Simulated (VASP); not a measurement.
# HgPd (P4/mmm) in VASP: electric field gradients with LDA

Aim: the electric field gradients of HgPd with LDA.

Everything below comes from runs of VASP 6.6.1. Logs are shortened: lines on timing, memory, paths and dates and some standing lists are left out, and cuts for length are marked.

## Step 1: The cell of the first run

The structure is tetragonal, space group P4/mmm (No. 123). Conventional cell: a = 2.992 Å, b = 2.992 Å, c = 3.675 Å, α = 90.00°, β = 90.00°, γ = 90.00°. Hg (site symmetry 4/mmm) has 8 Pd at 2.80 Å and 6 Hg at 2.99 to 3.68 Å within 3.7 Å. Pd (site symmetry 4/mmm) has 8 Hg at 2.80 Å and 6 Pd at 2.99 to 3.68 Å within 3.7 Å.

## Step 2: Electric field gradients, LDA

File INCAR:

```
  PREC = Accurate
  ENCUT = 520
  EDIFF = 1E-8
  ISMEAR = -1
  SIGMA = 0.15
  LREAL = F
  LASPH = T
  NELM = 60
  ALGO = Fast
  ISIF = 2
  LWAVE = F
  LCHARG = F
  GGA = CA
  LEFG = T
  NBANDS = 18
```

File KPOINTS:

```
Automatic mesh
0
Gamma
  14 14 12
```

File POSCAR:

```
HgPd
1.0
    2.9915768299      0.0000000000      0.0000000000
    0.0000000000      2.9915768299      0.0000000000
    0.0000000000      0.0000000000      3.6754770041
Hg Pd
1 1
Direct
    0.0000000000      0.0000000000      0.0000000000
    0.5000000000      0.5000000000      0.5000000000
```

Potentials or basis: VASP PAW LDA potentials, release 64 (Hg, Pd).

Run with:

```
cat potpaw_LDA.64/Hg/POTCAR potpaw_LDA.64/Pd/POTCAR > POTCAR
mpirun -np 1 vasp_std > vasp.out
```

OUTCAR:

```text
PREC = Accurate
   ENCUT = 520
   EDIFF = 1E-8
   ISMEAR = -1
   LREAL = F
   LASPH = T
   NELM = 60
   ISIF = 2
   GGA = CA

 ion  position               nearest neighbor table
   1  0.000  0.000  0.000-   2 2.80   2 2.80   2 2.80   2 2.80   2 2.80   2 2.80   2 2.80   2 2.80

   2  0.500  0.500  0.500-   1 2.80   1 2.80   1 2.80   1 2.80   1 2.80   1 2.80   1 2.80   1 2.80

  LATTYP: Found a simple tetragonal cell.
 ALAT       =     2.9915768299
 C/A-ratio  =     1.2286085944

  Lattice vectors:

 A1 = (   2.9915768299,   0.0000000000,   0.0000000000)
 A2 = (   0.0000000000,   2.9915768299,   0.0000000000)
 A3 = (   0.0000000000,   0.0000000000,   3.6754770041)

Analysis of symmetry for initial positions (statically):
=====================================================================
 Subroutine PRICEL returns:
 Original cell was already a primitive cell.

 Routine SETGRP: Setting up the symmetry group for a
 simple tetragonal supercell.

 Subroutine GETGRP returns: Found 16 space group operations
 (whereof 16 operations were pure point group operations)
 out of a pool of 16 trial point group operations.

The static configuration has the point symmetry D_4h.

Analysis of symmetry for dynamics (positions and initial velocities):
=====================================================================
 Subroutine PRICEL returns:
 Original cell was already a primitive cell.

 Routine SETGRP: Setting up the symmetry group for a
 simple tetragonal supercell.

 Subroutine GETGRP returns: Found 16 space group operations
 (whereof 16 operations were pure point group operations)
 out of a pool of 16 trial point group operations.

The dynamic configuration has the point symmetry D_4h.

 Subroutine INISYM returns: Found 16 space group operations
 (whereof 16 operations are pure point group operations),
 and found     1 'primitive' translations

----------------------------------------------------------------------------------------

                                     Primitive cell

  volume of cell :      32.8938

  direct lattice vectors                    reciprocal lattice vectors
[... 115 lines left out ...]
   IVDW    =     0    specifies the selected vdW correction
   LEPSILON=     F    determine dielectric tensor
   LRPA    =     F    only Hartree local field effects (RPA)
 non-spin polarized calculation
 RMM-DIIS sequential band-by-band and
  energy-cutoff  :      520.00
  volume of cell :       32.89
 maximum number of plane-waves:       914
 NGX is ok and might be reduce to    24
   NGX = 11   NGY = 11   NGZ = 13

 number of electron      21.9999998 magnetization

 Free energy of the ion-electron system (eV)
  ---------------------------------------------------
  ext. energy  EPLUGINS =         0.00000000
  ---------------------------------------------------
  free energy    TOTEN  =        -7.97452619 eV

  energy without entropy =       -7.93331375  energy(sigma->0) =       -7.95391997

 E-fermi :   7.1630     XC(G=0): -13.0316

 val. band max:        7.1498618326   @ k =   0.3571   0.0714   0.4167
 cond. band min:       7.1675155344   @ k =   0.5000   0.0000   0.2500
 fundamental gap:      0.0176537018
 Fermi energy:         7.1630261345

 k-point     1 :       0.0000    0.0000    0.0000
  band No.  band energies     occupation
      1      -2.8944      2.00000
      2      -1.6301      2.00000
      3      -1.3212      2.00000
      4       0.0672      2.00000
      5       0.0672      2.00000
      6       0.6152      2.00000
[... 481 lines left out ...]
      5      -0.2288      2.00000
      6       1.3070      2.00000
[... 10 lines left out ...]
     17      20.5572      0.00000
     18      21.2316      0.00000

 [... further k-points ...]
[... 5 lines left out ...]
  --------------------------------------------------------------------------------------
  -------------------------------------------------------------------------------------
  Total        0.3609588      0.3609588      0.3843266      0.0000000      0.0000000      0.0000000
  in kB       17.5814272     17.5814272     18.7196205      0.0000000      0.0000000      0.0000000
  external PRESSURE =      17.9608250 kB  Pullay stress =       0.0000000 kB

 VOLUME and BASIS-vectors are now :
 -----------------------------------------------------------------------------
  energy-cutoff  :      520.00
  volume of cell :       32.89
      direct lattice vectors                 reciprocal lattice vectors
     2.991576830  0.000000000  0.000000000     0.334271876  0.000000000  0.000000000
     0.000000000  2.991576830  0.000000000     0.000000000  0.334271876  0.000000000
     0.000000000  0.000000000  3.675477004     0.000000000  0.000000000  0.272073529

 POSITION                                       TOTAL-FORCE (eV/Angst)
 -----------------------------------------------------------------------------------
      0.00000      0.00000      0.00000         0.000000      0.000000      0.000000
      1.49579      1.49579      1.83774         0.000000      0.000000      0.000000
 -----------------------------------------------------------------------------------
    total drift:                                0.000000      0.000000     -0.000000

  FREE ENERGIE OF THE ION-ELECTRON SYSTEM (eV)
  ---------------------------------------------------
  free  energy   TOTEN  =        -7.9745261907 eV

  energy  without entropy=       -7.9333137518  energy(sigma->0) =       -7.95391997

 Electric field gradients (V/A^2)
---------------------------------------------------------------------
 ion       V_xx      V_yy      V_zz      V_xy      V_xz      V_yz
---------------------------------------------------------------------
   1      39.390    39.390   -78.780     0.000     0.000     0.000
   2      -9.933    -9.933    19.866     0.000     0.000    -0.000
---------------------------------------------------------------------

 Electric field gradients after diagonalization (V/A^2)
 (convention: |V_zz| > |V_xx| > |V_yy|)
----------------------------------------------------------------------
 ion       V_xx      V_yy      V_zz     asymmetry (V_yy - V_xx)/ V_zz
----------------------------------------------------------------------
   1      39.390    39.390   -78.780       0.000
   2      -9.933    -9.933    19.866       0.000
----------------------------------------------------------------------

           NMR quadrupolar parameters

 Cq : quadrupolar parameter    Cq=e*Q*V_zz/h
 eta: asymmetry parameters     (V_yy - V_xx)/ V_zz
 Q  : nuclear electric quadrupole moment in mb (millibarn)
----------------------------------------------------------------------
 ion       Cq(MHz)       eta       Q (mb)
----------------------------------------------------------------------
   1      -0.190       0.000       1.000
   2       0.048       0.000       1.000
----------------------------------------------------------------------
```

OSZICAR:

```text
N       E                     dE             d eps       ncg     rms          rms(c)
DAV:   1     0.153026813366E+03    0.15303E+03   -0.11961E+04  9288   0.123E+03
DAV:   2    -0.529190032720E+01   -0.15832E+03   -0.14992E+03  9378   0.302E+02
DAV:   3    -0.835448587570E+01   -0.30626E+01   -0.30516E+01 10424   0.477E+01
DAV:   4    -0.836798528947E+01   -0.13499E-01   -0.13497E-01 10162   0.284E+00
DAV:   5    -0.836816112271E+01   -0.17583E-03   -0.17583E-03 10088   0.368E-01    0.109E+01
RMM:   6    -0.803188548998E+01    0.33628E+00   -0.48976E-01  9115   0.541E+00    0.814E+00
RMM:   7    -0.798806133856E+01    0.43824E-01   -0.10018E-01  9425   0.239E+00    0.316E+00
RMM:   8    -0.797623838568E+01    0.11823E-01   -0.17824E-02  9500   0.871E-01    0.100E+00
RMM:   9    -0.797455002314E+01    0.16884E-02   -0.34098E-03  9824   0.575E-01    0.948E-02
RMM:  10    -0.797452517975E+01    0.24843E-04   -0.13122E-04 10277   0.924E-02    0.301E-02
RMM:  11    -0.797452564109E+01   -0.46135E-06   -0.26104E-05 10834   0.324E-02    0.113E-02
RMM:  12    -0.797452606010E+01   -0.41900E-06   -0.50511E-06 10769   0.152E-02    0.686E-03
RMM:  13    -0.797452619086E+01   -0.13076E-06   -0.17514E-06 10669   0.925E-03    0.437E-03
RMM:  14    -0.797452617405E+01    0.16808E-07   -0.44258E-07 10489   0.509E-03    0.101E-03
RMM:  15    -0.797452619013E+01   -0.16078E-07   -0.16576E-07  9513   0.205E-03    0.795E-04
RMM:  16    -0.797452619074E+01   -0.61436E-09   -0.13774E-08  6181   0.796E-04
   1 F= -.79745262E+01 E0= -.79539200E+01  d E =-.412124E-01
```

stdout:

```text
POSCAR found type information on POSCAR HgPd
 POSCAR found :  2 types and       2 ions
 scaLAPACK will be used
 LDA part: xc-table for (Slater(with rela. corr.)+CA(PZ))
 , standard interpolation
 POSCAR, INCAR and KPOINTS ok, starting setup
 FFT: planning ... GRIDC
 FFT: planning ... GRID_SOFT
 FFT: planning ... GRID
 WAVECAR not read
 entering main loop
ion   1

ion   2
```

Run time: 62 s. Hardware: 1 thread of Oxide Virtual Turin-like, shared host; peak memory 0.23 GiB.

What came out:

```
Free energy                             : -7.9745 eV
Pressure                                : 1.8 GPa
Band gap on the k mesh                  : zero (bands 11 and 12 overlap by 4.01 eV)
Largest electric field gradient by atom : Hg -78.8; Pd +19.9 V/Å²
```

Stress tensor (GPa, compression positive):
```
1.76 0.00 0.00
0.00 1.76 0.00
0.00 0.00 1.87
```

Levels at points of the mesh, in eV from the Fermi level:
```tsv
k point	band 9	band 10	band 11	band 12	band 13	band 14
(0.00, 0.00, 0.00)	-1.53	-1.53	-1.38	2.55	8.31	8.31
(0.50, 0.00, 0.00)	-3.62	-2.54	-2.03	0.27	10.10	10.38
(0.50, 0.50, 0.00)	-1.66	-0.81	-0.15	-0.15	3.44	6.61
(0.00, 0.00, 0.50)	-2.47	-2.47	-1.96	-1.57	13.16	13.16
(0.50, 0.00, 0.50)	-1.65	-1.51	-1.37	-0.96	2.14	4.64
(0.50, 0.50, 0.50)	-1.73	-0.81	1.72	5.58	5.58	6.55
```

Electric field gradients, principal values (V/Å²):
| atom | least | middle | greatest (by size) |
| --- | --- | --- | --- |
| 1 Hg | 39.390 | 39.390 | -78.780 |
| 2 Pd | -9.933 | -9.933 | 19.866 |

Caveat: without QUAD_EFG the Cq values of the log hold for a quadrupole moment of 1 mb, not for the nuclei; spin-orbit coupling is left out, which moves the levels of the heavy elements.
